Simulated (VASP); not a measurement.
# O (R-3m) in VASP: a series of runs

O is run at these levels: PBEsol; tasks: single point.

All numbers are computed with VASP 6.6.1; they aren't measurements. Logs are shortened: lines on timing, memory, paths and dates and some standing lists are left out, and cuts for length are marked.

### Step 1. The cell of the first run

It takes space group R-3m (No. 166, trigonal). Conventional cell: a = 2.903 Å, b = 2.903 Å, c = 10.425 Å, α = 90.00°, β = 90.00°, γ = 120.00°. Within 1.6 Å of O (site symmetry 3m) lie 1 O at 1.20 Å.

### Step 2. Single point, PBEsol (volume scaled by 1.06)

Input file INCAR:

```
PREC = Accurate
ENCUT = 520
EDIFF = 1E-7
ISMEAR = -1
SIGMA = 0.02
LREAL = False
LASPH = True
NELM = 100
ALGO = Normal
ISIF = 2
LWAVE = False
LCHARG = False
GGA = PS
NBANDS = 13
```

Input file KPOINTS:

```
regular mesh
0
Gamma
  10 10 10
```

Input file POSCAR:

```
O
1.0
    1.4512649137      0.8378881885      3.4751463827
   -1.4512649137      0.8378881885      3.4751463827
    0.0000000000     -1.6757763772      3.4751463827
O
2
Direct
    0.0577000000      0.0577000000      0.0577000000
    0.9423000000      0.9423000000      0.9423000000
```

Potentials or basis: VASP PAW PBE potentials, release 64 (O).

Launch:

```console
> cat potpaw_PBE.64/O/POTCAR > POTCAR
> mpirun -np 1 vasp_std > vasp.out
```

OUTCAR:

```text
PREC = Accurate
   ENCUT = 520
   EDIFF = 1E-7
   ISMEAR = -1
   LREAL = False
   LASPH = True
   NELM = 100
   ISIF = 2
   GGA = PS

 ion  position               nearest neighbor table
   1  0.058  0.058  0.058-   2 1.20
   2  0.942  0.942  0.942-   1 1.20

  LATTYP: Found a trigonal (rhomboedric) cell.
 ALAT       =     3.8580913477
 COS(alpha) =     0.7170052526

  Lattice vectors:

 A1 = (   1.4512649137,   0.8378881885,   3.4751463827)
 A2 = (  -1.4512649137,   0.8378881885,   3.4751463827)
 A3 = (   0.0000000000,  -1.6757763772,   3.4751463827)

Analysis of symmetry for initial positions (statically):
=====================================================================
 Subroutine PRICEL returns:
 Original cell was already a primitive cell.

 Routine SETGRP: Setting up the symmetry group for a
 trigonal (rhombohedral) supercell.

 Subroutine GETGRP returns: Found 12 space group operations
 (whereof 12 operations were pure point group operations)
 out of a pool of 12 trial point group operations.

The static configuration has the point symmetry D_3d.

Analysis of symmetry for dynamics (positions and initial velocities):
=====================================================================
 Subroutine PRICEL returns:
 Original cell was already a primitive cell.

 Routine SETGRP: Setting up the symmetry group for a
 trigonal (rhombohedral) supercell.

 Subroutine GETGRP returns: Found 12 space group operations
 (whereof 12 operations were pure point group operations)
 out of a pool of 12 trial point group operations.

The dynamic configuration has the point symmetry D_3d.

 Subroutine INISYM returns: Found 12 space group operations
 (whereof 12 operations are pure point group operations),
 and found     1 'primitive' translations

----------------------------------------------------------------------------------------

                                     Primitive cell

  volume of cell :      25.3546

  direct lattice vectors                    reciprocal lattice vectors
     1.451264914  0.837888189  3.475146383     0.344527037  0.198912777  0.095919221
    -1.451264914  0.837888189  3.475146383    -0.344527037  0.198912777  0.095919221
     0.000000000 -1.675776377  3.475146383     0.000000000 -0.397825555  0.095919221

  length of vectors
     3.858091348  3.858091348  3.858091348     0.409225694  0.409225694  0.409225694

  position of ions in fractional coordinates (direct lattice)
     0.057700000  0.057700000  0.057700000
     0.942300000  0.942300000  0.942300000

  ion indices of the primitive-cell ions
   primitive index   ion index
                 1           1
                 2           2

----------------------------------------------------------------------------------------

 KPOINTS: regular mesh

Automatic generation of k-mesh.
 Grid dimensions read from file:
 generate k-points for:   10   10   10

 Generating k-lattice:

  Cartesian coordinates                     Fractional coordinates (reciprocal lattice)
     0.034452704  0.019891278  0.009591922     0.100000000  0.000000000  0.000000000
    -0.034452704  0.019891278  0.009591922     0.000000000  0.100000000  0.000000000
     0.000000000 -0.039782555  0.009591922     0.000000000  0.000000000  0.100000000

  Length of vectors
     0.040922569  0.040922569  0.040922569

  Shift w.r.t. Gamma in fractional coordinates (k-lattice)
     0.000000000  0.000000000  0.000000000

 Subroutine IBZKPT returns following result:
 ===========================================

 Found    116 irreducible k-points:

 Following reciprocal coordinates:
            Coordinates               Weight
  0.000000  0.000000  0.000000      1.000000
  0.100000  0.000000  0.000000      6.000000
  0.200000  0.000000  0.000000      6.000000
  0.300000  0.000000  0.000000      6.000000
  0.400000  0.000000  0.000000      6.000000
  0.500000  0.000000  0.000000      3.000000
[... 16 lines left out ...]
  0.300000  0.300000  0.000000      6.000000
  0.400000  0.300000  0.000000     12.000000
 [... further k-points ...]
   k-points           NKPTS =    116   k-points in BZ     NKDIM =    116   number of bands    NBANDS=     13
   number of dos      NEDOS =    301   number of ions     NIONS =      2
   total plane-waves  NPLWV =  27000
   dimension x,y,z NGX =    30 NGY =   30 NGZ =   30
   dimension x,y,z NGXF=    60 NGYF=   60 NGZF=   60
   ions per type =               2
   NGX,Y,Z   is equivalent  to a cutoff of  12.93, 12.93, 12.93 a.u.
   NGXF,Y,Z  is equivalent  to a cutoff of  25.85, 25.85, 25.85 a.u.
 SYSTEM =  unknown system
   PREC   = accura    normal or accurate (medium, high low for compatibility)
   ISTART =      0    job   : 0-new  1-cont  2-samecut
   ICHARG =      2    charge: 1-file 2-atom 10-const
   ISPIN  =      1    spin polarized calculation?
   LNONCOLLINEAR =      F non collinear calculations
   LSORBIT =      F    spin-orbit coupling
   LASPH  =      T    aspherical Exc in radial PAW
   ENCUT  =  520.0 eV  38.22 Ry    6.18 a.u.   7.17  7.17  7.17*2*pi/ulx,y,z
   NELM   =    100;   NELMIN=  2; NELMDL= -5     # of ELM steps
   EDIFF  = 0.1E-06   stopping-criterion for ELM
   LREAL  =      F    real-space projection
   EDIFFG = 0.1E-05   stopping-criterion for IOM
   NSW    =      0    number of steps for IOM
   IBRION =     -1    ionic relax: 0-MD 1-quasi-New 2-CG
   NFREE  =      0    steps in history (QN), initial steepest desc. (CG)
   ISIF   =      2    stress and relaxation
   ISYM   =      2    0-nonsym 1-usesym 2-fastsym
   POTIM  = 0.5000    time-step for ionic-motion
   TEBEG  =    0.0;   TEEND  =   0.0 temperature during run
   PSTRESS=    0.0 pullay stress
   NELECT =      12.0000    total number of electrons
   NUPDOWN=      -1.0000    fix difference up-down
   EMIN   =  10.00;   EMAX   =-10.00  energy-range for DOS
   EFERMI =   0.00;   METHOD = LEGACY
   ISMEAR =    -1;   SIGMA  =   0.02  broadening in eV -4-tet -1-fermi 0-gaus
   EFERMI_NEDOS =   21; number of points for ismear=-14 and -15
   IALGO  =     38    algorithm
   IMIX   =      4    mixing-type and parameters
     AMIX     =   0.40;   BMIX     =  1.00
     AMIX_MAG =   1.60;   BMIX_MAG =  1.00
  volume/ion in A,a.u.               =      12.68        85.55
  Fermi-wavevector in a.u.,A,eV,Ry     =   1.275801  2.410914 22.145764  1.627668
  Thomas-Fermi vector in A             =   2.408493
   LORBIT       =      0    0 simple, 1 ext, 2 COOP (PROOUT), +10 PAW based schemes
   GGA     = PS    functional components
   LHFCALC =     F    Hartree Fock is set to
   AEXX    =    0.0000 exact exchange contribution
   IVDW    =     0    specifies the selected vdW correction
   LEPSILON=     F    determine dielectric tensor
   LRPA    =     F    only Hartree local field effects (RPA)
 non-spin polarized calculation
  energy-cutoff  :      520.00
  volume of cell :       25.35
 maximum number of plane-waves:       703
 NGX is ok and might be reduce to    30
   NGX = 15   NGY = 15   NGZ = 15

 number of electron      12.0000001 magnetization

 Free energy of the ion-electron system (eV)
  ---------------------------------------------------
  ext. energy  EPLUGINS =         0.00000000
  ---------------------------------------------------
  free energy    TOTEN  =        -9.86208907 eV

  energy without entropy =       -9.86005679  energy(sigma->0) =       -9.86107293

 E-fermi :  -0.1479     XC(G=0):  -9.1427

 val. band max:       -0.1534260892   @ k =   0.5000   0.5000   0.3000
 cond. band min:      -0.1268591809   @ k =  -0.4000   0.3000   0.1000
 fundamental gap:      0.0265669082
 Fermi energy:        -0.1478505712

 k-point     1 :       0.0000    0.0000    0.0000
  band No.  band energies     occupation
      1     -27.5361      2.00000
      2     -13.9101      2.00000
      3      -8.9147      2.00000
      4      -6.4094      2.00000
      5      -6.4094      2.00000
      6       0.3578      0.00000
      7       0.3578      0.00000
      8       7.7683      0.00000
      9      10.8432      0.00000
     10      14.4317      0.00000
     11      17.7824      0.00000
     12      20.7068      0.00000
     13      20.7068      0.00000

 k-point     2 :       0.1000    0.0000    0.0000
  band No.  band energies     occupation
      1     -27.5069      2.00000
      2     -13.8990      2.00000
      3      -8.8595      2.00000
      4      -6.5722      2.00000
      5      -6.4444      2.00000
      6       0.2293      0.00000
      7       0.3139      0.00000
      8       8.0713      0.00000
      9      10.8303      0.00000
     10      14.4459      0.00000
     11      18.0311      0.00000
     12      19.2629      0.00000
     13      21.0751      0.00000

 k-point     3 :       0.2000    0.0000    0.0000
  band No.  band energies     occupation
      1     -27.4284      2.00000
      2     -13.8674      2.00000
      3      -8.7232      2.00000
      4      -6.9725      2.00000
      5      -6.5346      2.00000
      6      -0.0908      0.10906
      7       0.2003      0.00000
      8       8.8271      0.00000
      9      10.8047      0.00000
     10      14.6270      0.00000
     11      16.7882      0.00000
     12      19.2111      0.00000
     13      20.9872      0.00000
[... 305 lines left out ...]
 k-point    23 :       0.3000    0.3000    0.0000
  band No.  band energies     occupation
      1     -27.3143      2.00000
      2     -14.0603      2.00000
      3      -8.2939      2.00000
      4      -7.1904      2.00000
      5      -6.7704      2.00000
      6      -0.7766      2.00000
      7       0.3829      0.00000
      8       9.0703      0.00000
      9      11.1586      0.00000
     10      14.0816      0.00000
     11      15.4729      0.00000
     12      19.0121      0.00000
     13      21.7873      0.00000

 k-point    24 :       0.4000    0.3000    0.0000
  band No.  band energies     occupation
      1     -27.2567      2.00000
      2     -14.0498      2.00000
      3      -8.2467      2.00000
      4      -7.2572      2.00000
      5      -6.9441      2.00000
      6      -0.9826      2.00000
      7       0.2891      0.00000
      8       9.2468      0.00000
      9      11.5149      0.00000
     10      14.2545      0.00000
     11      14.9173      0.00000
     12      18.5140      0.00000
     13      21.2784      0.00000

 [... further k-points ...]
[... 5 lines left out ...]
  --------------------------------------------------------------------------------------
  -------------------------------------------------------------------------------------
  Total       -1.3541212     -1.3541212      2.5830277      0.0000000     -0.0000000     -0.0000000
  in kB      -85.5679266    -85.5679266    163.2234380      0.0000000     -0.0000000     -0.0000000
  external PRESSURE =      -2.6374717 kB  Pullay stress =       0.0000000 kB

 VOLUME and BASIS-vectors are now :
 -----------------------------------------------------------------------------
  energy-cutoff  :      520.00
  volume of cell :       25.35
      direct lattice vectors                 reciprocal lattice vectors
     1.451264914  0.837888189  3.475146383     0.344527037  0.198912777  0.095919221
    -1.451264914  0.837888189  3.475146383    -0.344527037  0.198912777  0.095919221
     0.000000000 -1.675776377  3.475146383     0.000000000 -0.397825555  0.095919221

 POSITION                                       TOTAL-FORCE (eV/Angst)
 -----------------------------------------------------------------------------------
      0.00000     -0.00000      0.60155         0.000000     -0.000000      1.770583
      0.00000     -0.00000      9.82389         0.000000      0.000000     -1.770583
 -----------------------------------------------------------------------------------
    total drift:                               -0.000000     -0.000000      0.000000

  FREE ENERGIE OF THE ION-ELECTRON SYSTEM (eV)
  ---------------------------------------------------
  free  energy   TOTEN  =        -9.8620890670 eV

  energy  without entropy=       -9.8600567865  energy(sigma->0) =       -9.86107293
```

It took 34 s on 1 thread of AMD EPYC 9R14 (Zen 4), shared host; peak memory 0.13 GiB.

What came out:

* Free energy: -9.8621 eV
* Pressure: -0.3 GPa
* Largest force: 1.771 eV/Å
* Band gap on the k mesh: zero (band 6 reaches 0.58 eV, above the bottom of band 7 at -0.60 eV)

Forces in eV/Å, atoms in the order of the input:
```
O    0.000  0.000  1.771
O    0.000  0.000 -1.771
```

Stress tensor (GPa, compression positive):
```
-8.56  0.00  0.00
 0.00 -8.56  0.00
 0.00  0.00 16.32
```

Caveat: the standard files for N, O and F lose accuracy on very short bonds; spin is off for a triplet molecule; the PAW data sets were made with another functional, which shifts forces and pressure a little.

### Step 3. Single point, PBEsol (volume scaled by 0.94)

Input file INCAR:

```
ALGO = Normal ; EDIFF = 1E-7
ENCUT = 520 ; GGA = PS
ISIF = 2 ; ISMEAR = -1
LASPH = T ; LCHARG = T
LELF = T ; LREAL = F
LVHAR = T ; LWAVE = F
NBANDS = 13 ; NELM = 60
PREC = Accurate ; SIGMA = 0.02
```

Input file KPOINTS:

```
k-points
0
Gamma
  10 10 10
```

Input file POSCAR:

```
O
1.0
    1.3942929299      0.8049953984      3.3387233343
   -1.3942929299      0.8049953984      3.3387233343
    0.0000000000     -1.6099907968      3.3387233343
O
2
Direct
    0.0577000000      0.0577000000      0.0577000000
    0.9423000000      0.9423000000      0.9423000000
```

Potentials or basis: VASP PAW PBE potentials, release 64 (O).

Launch:

```console
> cat potpaw_PBE.64/O/POTCAR > POTCAR
> mpirun -np 1 vasp_std > vasp.out
```

It took 32 s on 1 thread of AMD EPYC 7R13 (Zen 3), shared host; peak memory 0.13 GiB.

It converged, with:

| Property | Result |
| --- | --- |
| Free energy | -9.7410 eV |
| Pressure | 14.3 GPa |
| Largest force | 6.603 eV/Å |
| Band gap on the k mesh | zero (band 6 reaches 1.91 eV, above the bottom of band 7 at 0.44 eV) |

Forces on the atoms (eV/Å):
```
O    0.000  0.000  6.603
O    0.000  0.000 -6.603
```

Stress tensor (GPa, compression positive):
```
-9.08  0.00  0.00
 0.00 -9.08  0.00
 0.00  0.00 60.93
```

Levels at points of the mesh, in eV from the Fermi level:
```
           k point  band 2  band 3  band 4  band 5  band 6  band 7  band 8  band 9  band 10  band 11
(0.00, 0.00, 0.00)  -13.76   -9.66   -7.01   -7.01    0.63    0.63    8.26   12.34    14.95    19.21
(0.50, 0.00, 0.00)  -13.58   -9.54   -8.20   -7.44   -0.83    0.07   10.95   12.53    13.59    17.67
(0.50, 0.50, 0.00)  -14.02   -9.32   -7.66   -7.50   -1.52    0.68   10.66   11.48    15.43    15.56
(0.50, 0.50, 0.50)  -15.20   -7.31   -7.12   -7.12    0.91    0.91    8.35    8.39    14.18    20.50
```

Caveat: the standard files for N, O and F lose accuracy on very short bonds; spin is off for a triplet molecule; the PAW data sets were made with another functional, which shifts forces and pressure a little.

### Step 4. Single point, PBEsol (volume scaled by 0.96)

Input file INCAR:

```
  ALGO = Normal
  EDIFF = 1E-6
  ENCUT = 520
  GGA = PS
  ISIF = 2
  ISMEAR = -1
  LASPH = T
  LCHARG = F
  LREAL = F
  LWAVE = F
  NBANDS = 13
  NELM = 100
  PREC = Accurate
  SIGMA = 0.02
```

KPOINTS is that of step 3.

Input file POSCAR:

```
O
1.0
    1.4041122177      0.8106645668      3.3622362452
   -1.4041122177      0.8106645668      3.3622362452
    0.0000000000     -1.6213291337      3.3622362452
O
2
Direct
    0.0577000000      0.0577000000      0.0577000000
    0.9423000000      0.9423000000      0.9423000000
```

Launch:

```console
> cat potpaw_PBE.64/O/POTCAR > POTCAR
> mpirun -np 1 vasp_std > vasp.out
```

It took 30 s on 1 thread of AMD EPYC 7R13 (Zen 3), shared host; peak memory 0.13 GiB.

Results (log left out):

| Property | Result |
| --- | --- |
| Free energy | -9.7806 eV |
| Pressure | 11.2 GPa |
| Largest force | 5.651 eV/Å |
| Band gap on the k mesh | zero (band 6 reaches 1.66 eV, above the bottom of band 7 at 0.25 eV) |

Forces on the atoms (eV/Å):
```
O    0.000  0.000  5.651
O    0.000  0.000 -5.651
```

Stress tensor (GPa, compression positive):
```
-9.03  0.00  0.00
 0.00 -9.03  0.00
 0.00  0.00 51.66
```

Levels at points of the mesh, in eV from the Fermi level:
| k point | band 3 | band 4 | band 5 | band 6 | band 7 | band 8 | band 9 | band 10 |
| --- | --- | --- | --- | --- | --- | --- | --- | --- |
| (0.00, 0.00, 0.00) | -9.50 | -6.88 | -6.88 | 0.61 | 0.61 | 8.19 | 12.11 | 14.88 |
| (0.50, 0.00, 0.00) | -9.33 | -8.10 | -7.29 | -0.80 | 0.07 | 10.80 | 12.50 | 13.43 |
| (0.50, 0.50, 0.00) | -9.12 | -7.50 | -7.42 | -1.47 | 0.66 | 10.44 | 11.50 | 15.31 |
| (0.50, 0.50, 0.50) | -7.23 | -6.98 | -6.98 | 0.87 | 0.87 | 8.22 | 8.35 | 13.99 |

Caveat: the standard files for N, O and F lose accuracy on very short bonds; spin is off for a triplet molecule; the PAW data sets were made with another functional, which shifts forces and pressure a little.

(Part 1 of 2 ends here.)
